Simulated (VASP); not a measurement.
FeNi: single point with PBEsol

Crystal: FeNi.

```xyz
2
Lattice="2.5122 0.0000 0.0000 0.0000 2.5122 0.0000 0.0000 0.0000 3.5308" Properties=species:S:1:pos:R:3 pbc="T T T"
Fe    0.0000    0.0000    0.0000
Ni    1.2561    1.2561    1.7654
```

```yaml
Program: VASP 6.6.1
Task: single point
Functional: PBEsol
Potentials_or_basis: VASP PAW PBE potentials, release 64 (Fe, Ni)
Cutoff: 520 eV
k_mesh: 8 × 8 × 6
Occupations: gaussian, width 0.1 eV
Spin: collinear spin, ferromagnetic start
Starting_moments: "[4.0, 2.0] μB"
Dipole_correction: no
Further_INCAR_settings: ALGO = Normal; EDIFF = 1e-07; NBANDS = 20
```

```yaml
Pressure: -6.1 GPa
Net_moment: 3.30 μB per cell
Site_moments: Fe +2.64; Ni +0.65 μB
Valence_electrons_inside_the_program's_atomic_spheres: Fe 7.19; Ni 9.38
```

Stress tensor (GPa, compression positive):
```
-6.49  0.00  0.00
 0.00 -6.49  0.00
 0.00  0.00 -5.29
```

Levels at points of the mesh, in eV from the Fermi level:
Spin up:
```csv
k point,band 7,band 8,band 9,band 10,band 11,band 12,band 13,band 14,band 15,band 16
"(0.00, 0.00, 0.00)",-1.48,-1.40,-0.60,-0.38,-0.38,2.52,9.52,14.52,14.52,19.50
"(0.50, 0.00, 0.00)",-1.99,-1.73,-1.41,-1.38,0.76,1.37,11.62,11.63,12.59,13.45
"(0.50, 0.50, 0.00)",-0.63,-0.37,-0.37,-0.05,2.40,2.40,9.14,9.57,14.15,14.71
"(0.00, 0.00, 0.50)",-1.64,-1.64,-1.61,-1.61,-1.04,-0.98,18.83,18.83,19.21,19.21
"(0.50, 0.00, 0.50)",-0.76,-0.63,-0.51,-0.50,-0.33,-0.26,5.75,6.27,21.39,21.49
"(0.50, 0.50, 0.50)",-1.57,-1.56,-0.65,-0.05,7.80,7.80,7.85,7.85,9.82,10.04
```
Spin down:
```
           k point  band 5  band 6  band 7  band 8  band 9  band 10  band 11  band 12
(0.00, 0.00, 0.00)   -1.32   -0.82   -0.40    0.43    1.77     1.77     2.10     2.71
(0.50, 0.00, 0.00)   -1.37   -1.14   -0.92   -0.70    0.82     1.29     1.57     3.57
(0.50, 0.50, 0.00)    0.39    0.72    1.52    1.52    1.80     2.52     2.56     2.56
(0.00, 0.00, 0.50)   -1.28   -0.91   -0.91   -0.33    0.35     0.94     0.94     2.01
(0.50, 0.00, 0.50)   -1.25   -0.49   -0.27   -0.07    0.59     1.51     1.73     1.91
(0.50, 0.50, 0.50)   -1.50   -1.50   -0.72    0.39    1.26     2.52     8.43     8.43
```

It took 56 s on 1 thread of Intel(R) Xeon(R) Platinum 8375C CPU @ 2.90GHz (Ice Lake), on a shared host, peak memory 0.17 GiB.

Caveat: the PAW data sets were made with another functional, which shifts forces and pressure a little.
